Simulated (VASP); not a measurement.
## GaCo: single point with PBEsol

Crystal: GaCo.

```
Ga Co
1.0
     2.84068    0.00000    0.00000
     0.00000    2.84068    0.00000
     0.00000    0.00000    2.84068
Ga Co
1 1
Direct
  0.50000 0.50000 0.50000
  0.00000 0.00000 0.00000
```

```
Program                : VASP 6.6.1
Task                   : single point
Functional             : PBEsol
Potentials or basis    : VASP PAW PBE potentials, release 64 (Ga_d, Co)
Cutoff                 : 520 eV
k mesh                 : 12 × 12 × 12
Occupations            : fermi-dirac, width 0.1 eV
Spin                   : no spin polarisation
Dipole correction      : no
Further INCAR settings : ALGO = Normal; EDIFF = 1e-06; NBANDS = 18
```

```json
{
  "Pressure": "0.2 GPa",
  "Band gap on the k mesh": "zero (bands 11 and 12 overlap by 1.88 eV)"
}
```

Levels at points of the mesh, in eV from the Fermi level:
```tsv
k point	band 8	band 9	band 10	band 11	band 12	band 13	band 14	band 15
(0.00, 0.00, 0.00)	-2.67	-0.72	-0.72	-0.72	5.35	5.35	5.35	11.37
(0.50, 0.00, 0.00)	-2.44	-1.80	-1.80	-0.72	0.15	11.04	11.04	11.86
(0.50, 0.50, 0.00)	-3.24	-2.56	-1.24	-1.24	-0.23	2.50	3.36	11.94
(0.50, 0.50, 0.50)	-4.27	-0.19	-0.19	0.92	3.95	3.95	3.95	5.01
```

Wall time 33 s on 1 thread of Intel Xeon 8259CL (shared host), peak memory 0.17 GiB.

Caveat: the PAW data sets were made with another functional, which shifts forces and pressure a little; the run has no spin polarisation, though such a crystal can be magnetic. Spin polarisation is off, so any magnetic state and its effect on volume and gap are missing.
